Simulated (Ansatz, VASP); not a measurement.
ZnO in VASP and in Ansatz

```
Zn O
1.0
     2.61944    0.00000    0.00000
     0.00000    2.61944    0.00000
     0.00000    0.00000    2.61944
Zn O
1 1
Direct
  0.00000 0.00000 0.00000
  0.50000 0.50000 0.50000
```

Alike in both runs: task single point; functional r2SCAN; k mesh 8 × 8 × 8; occupations fermi-dirac, width 0.02 eV; no spin polarisation.

|  | VASP | Ansatz |
| --- | --- | --- |
| version | VASP 6.6.1 | Ansatz 0.2.0 |
| potentials or method | VASP PAW PBE potentials, release 64 (Zn, O) | plane waves, PAW |
| plane-wave cutoff (eV) | 520 | 500 |
| valence electrons in the cell | 18 | 18 |

VASP gave:

* pressure (GPa): 7.3

Q: Which values does Ansatz return?

A: Pressure (GPa): 6.0.

VASP's potentials were made for PBE, not for r2SCAN. The functional is the same, so the differences come from potentials, cutoffs and numerics.
